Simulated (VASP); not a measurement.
Here is a VASP 6.6.1 calculation.

POSCAR

```
TiO2
1.0
    6.0069468606      0.0000000000      0.0000000000
   -3.0034734303      5.2021685805      0.0000000000
    0.0000000000      0.0000000000      6.3026340651
Ti O
3 6
Direct
    0.4661652025      0.0000000000      0.3333333333
    0.0000000000      0.4661652025      0.6666666667
    0.5338347975      0.5338347975      0.0000000000
    0.4189423308      0.2717377456      0.2136010424
    0.7282622544      0.1472045851      0.5469343757
    0.8527954149      0.5810576692      0.8802677091
    0.2717377456      0.4189423308      0.7863989576
    0.1472045851      0.7282622544      0.4530656243
    0.5810576692      0.8527954149      0.1197322909
```

Contents of INCAR.step1:

```
  PREC = Accurate
  ENCUT = 520
  ISMEAR = 0
  SIGMA = 0.05
  LREAL = False
  LASPH = True
  NELM = 100
  NBANDS = 46
  GGA = PE
  ALGO = Normal
  EDIFF = 1E-4
  LWAVE = True
  LCHARG = False
```

Contents of INCAR.step2:

```
  PREC = Accurate
  ENCUT = 520
  EDIFF = 1E-6
  ISMEAR = 0
  SIGMA = 0.05
  LREAL = False
  LASPH = True
  NELM = 100
  ALGO = Normal
  ISIF = 2
  LWAVE = False
  LCHARG = True
  METAGGA = R2SCAN
  LMIXTAU = True
  LELF = True
  LVHAR = True
  NBANDS = 46
  ISTART = 1
```

The input KPOINTS:

```
regular mesh
0
Gamma
  6 6 4
```

Potentials or basis: VASP PAW PBE potentials, release 64 (Ti_sv, O).

The run is started by

```sh
$ cat potpaw_PBE.64/Ti_sv/POTCAR potpaw_PBE.64/O/POTCAR > POTCAR
$ cp INCAR.step1 INCAR
$ mpirun -np 1 vasp_std > vasp.out
$ cp INCAR.step2 INCAR
$ mpirun -np 1 vasp_std > vasp.out
```

Question: Predict the pressure.

Answer: -16.5 GPa.

Question: Predict the band gap on the k mesh.

Answer: 3.14 eV (least direct gap 3.15 eV).

Question: What does it give for the largest force?

Answer: 1.491 eV/Å.

Forces in eV/Å, atoms in the order of the input:
```
Ti   0.138  0.000  0.000
Ti  -0.069  0.119  0.000
Ti  -0.069 -0.119  0.000
O    1.292 -0.054 -0.742
O   -0.599  1.146 -0.742
O   -0.693 -1.092 -0.742
O   -0.693  1.092  0.742
O    1.292  0.054  0.742
O   -0.599 -1.146  0.742
```

Caveat: the cell differs from its parent crystal (strain +0.080 along x and y, +0.040 along z); the cell stands under tension; the PAW data sets were made with another functional, which shifts forces and pressure a little. A k mesh can miss the band edges.
